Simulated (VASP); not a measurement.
A run of VASP 6.6.1 is set up as follows.

File INCAR:

```
SYSTEM = Al2Ru
  ALGO = Normal
  EDIFF = 1E-6
  ENCUT = 520
  GGA = CA
  ISIF = 2
  ISMEAR = 0
  LASPH = .True.
  LCHARG = .False.
  LREAL = .False.
  LWAVE = .False.
  NBANDS = 29
  NELM = 60
  PREC = Accurate
  SIGMA = 0.03
```

KPOINTS

```
k-points
0
Gamma
  10 10 10
  0 0 0
```

File POSCAR:

```
Al2Ru
1.0
    0.0000000000      3.7350608044      4.1062340616
    2.4090707660      0.0000000000      4.1062340616
    2.4090707660      3.7350608044      0.0000000000
Al Ru
4 2
Direct
    0.0788992938      0.4211007062      0.0788992938
    0.4211007062      0.0788992938      0.4211007062
    0.1711007062      0.8288992938      0.1711007062
    0.8288992938      0.1711007062      0.8288992938
    0.7500000000      0.7500000000      0.7500000000
    0.5000000000      0.5000000000      0.5000000000
```

Potentials or basis: VASP PAW LDA potentials, release 64 (Al, Ru_pv).

Command:

```bash
$ cat potpaw_LDA.64/Al/POTCAR potpaw_LDA.64/Ru_pv/POTCAR > POTCAR
$ mpirun -np 1 vasp_std > vasp.out
```

What does it give for the band gap on the k mesh?

0.48 eV (least direct gap 1.29 eV).

Estimate the largest force.

0.183 eV/Å.

Estimate the pressure.

20.7 GPa.

Stress tensor (GPa, compression positive):
```
 0.31  0.00  0.00
 0.00 30.22  0.00
 0.00  0.00 31.52
```

Caveat: the cell stands under pressure. A k mesh can miss the band edges.
